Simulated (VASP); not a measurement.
Input of a VASP 6.6.1 run:

The input INCAR:

```
SYSTEM = Be
  ALGO = Normal
  EDIFF = 1E-7
  ENCUT = 520
  GGA = PE
  ISIF = 2
  ISMEAR = 0
  LASPH = .True.
  LCHARG = .False.
  LREAL = .False.
  LWAVE = .False.
  NBANDS = 9
  NELM = 100
  PREC = Accurate
  SIGMA = 0.05
```

KPOINTS

```
k-points
0
Gamma
  18 18 10
  0 0 0
```

Contents of POSCAR:

```
Be
1.0
    2.3301211831      0.0000000000      0.0000000000
   -1.1650605915      2.0179441385      0.0000000000
    0.0000000000      0.0000000000      3.6544962781
Be
2
Direct
    0.3333333333      0.6666666667      0.2500000000
    0.6666666667      0.3333333333      0.7500000000
```

Potentials or basis: VASP PAW PBE potentials, release 64 (Be).

The run is started by

```console
$ cat potpaw_PBE.64/Be/POTCAR > POTCAR
$ mpirun -np 1 vasp_std > vasp.out
```

(1) Estimate the band gap on the k mesh.

(2) What does it give for the pressure?

## Answers

(1) zero (band 2 reaches 7.40 eV, above the bottom of band 3 at 5.32 eV).

(2) -8.8 GPa.
